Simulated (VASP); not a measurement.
BaTiO3, 5 atoms in the cell. It takes space group P4mm (No. 99, tetragonal). The conventional cell has a = 3.972 Å, b = 3.972 Å, c = 4.113 Å, α = 90.00°, β = 90.00°, γ = 90.00°. Within 3.7 Å of Ba (site symmetry 4mm) lie 12 O at 2.79 to 2.93 Å and 8 Ti at 3.44 to 3.53 Å. Ti (site symmetry 4mm) has 6 O at 1.82 to 2.29 Å within 2.4 Å. O (site symmetry 2mm) has 2 Ti at 1.99 Å within 2.6 Å. Within 2.4 Å of O (site symmetry 4mm) lie 2 Ti at 1.82 to 2.29 Å. 

| Quantity | Value |
| --- | --- |
| Program | VASP 6.6.1 |
| Task | single point |
| Functional | PBE |
| Potentials or basis | VASP PAW PBE potentials, release 64 (Ba_sv, Ti_sv, O) |
| Cutoff | 520 eV |
| k mesh | 6 × 6 × 6 |
| Occupations | gaussian, width 0.01 eV |
| Spin | non-collinear spin, zero start, spin-orbit coupling |
| Starting moments | [[0.0, 0.0, 0.0], [0.0, 0.0, 0.0], [0.0, 0.0, 0.0], [0.0, 0.0, 0.0], [0.0, 0.0, 0.0]] μB |
| Dipole correction | no |
| Further INCAR settings | ALGO = Normal; EDIFF = 1e-07; NBANDS = 55 |

Potentials or basis: VASP PAW PBE potentials, release 64 (Ba_sv, Ti_sv, O).

Launch:

```console
$ cat potpaw_PBE.64/Ba_sv/POTCAR potpaw_PBE.64/Ti_sv/POTCAR potpaw_PBE.64/O/POTCAR > POTCAR
$ mpirun -np 1 vasp_ncl > vasp.out
```

Hardware: 1 thread of Intel(R) Xeon(R) Platinum 8259CL CPU @ 2.50GHz (Skylake/Cascade Lake), on a shared host.

**Question.** How long does it take, and how much memory?

**Answer.** Wall time 9.6 min on 1 thread of Intel(R) Xeon(R) Platinum 8259CL CPU @ 2.50GHz (Skylake/Cascade Lake), on a shared host, peak memory 0.5 GiB. Counts: scf iterations 18, k points 60.
